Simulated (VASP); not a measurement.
A run of VASP 6.6.1 is set up as follows.

POSCAR

```
Ga
1.0
   -1.4040000000      1.4040000000      2.2290000000
    1.4040000000     -1.4040000000      2.2290000000
    1.4040000000      1.4040000000     -2.2290000000
Ga
1
Direct
    0.0000000000      0.0000000000      0.0000000000
```

Contents of INCAR.step1:

```
SYSTEM = Ga
ALGO = Normal
EDIFF = 1E-5
ENCUT = 550
GGA = PE
GGA_COMPAT = .FALSE.
ISMEAR = 0
LASPH = .TRUE.
LCHARG = .FALSE.
LREAL = .FALSE.
LWAVE = .TRUE.
NBANDS = 12
NELM = 120
PREC = Accurate
SIGMA = 0.1
```

INCAR.step2

```
SYSTEM = Ga
ALGO = Normal
EDIFF = 1E-6
ENCUT = 550
GGA_COMPAT = .FALSE.
ISIF = 2
ISMEAR = 0
ISTART = 1
LASPH = .TRUE.
LCHARG = .FALSE.
LMIXTAU = .TRUE.
LREAL = .FALSE.
LWAVE = .FALSE.
METAGGA = R2SCAN
NBANDS = 12
NELM = 120
PREC = Accurate
SIGMA = 0.1
```

KPOINTS

```
k-points
0
G
  8 8 8
  0 0 0
```

Potentials or basis: VASP PAW PBE potentials, release 64 (Ga_d).

Run with:

```console
$ cat potpaw_PBE.64/Ga_d/POTCAR > POTCAR
$ cp INCAR.step1 INCAR
$ mpirun -np 1 vasp_std > vasp.out
$ cp INCAR.step2 INCAR
$ mpirun -np 1 vasp_std > vasp.out
```

Predict the pressure.

1.0 GPa.

What does it give for the band gap on the k mesh?

Zero (an odd number of electrons rules out a gap without spin polarisation).

Stress tensor (GPa, compression positive):
```
-0.96  0.00  0.00
 0.00 -0.96  0.00
 0.00  0.00  4.92
```

Caveat: the stress differs along the axes, from -1 to 5 GPa; the PAW data sets were made with another functional, which shifts forces and pressure a little.
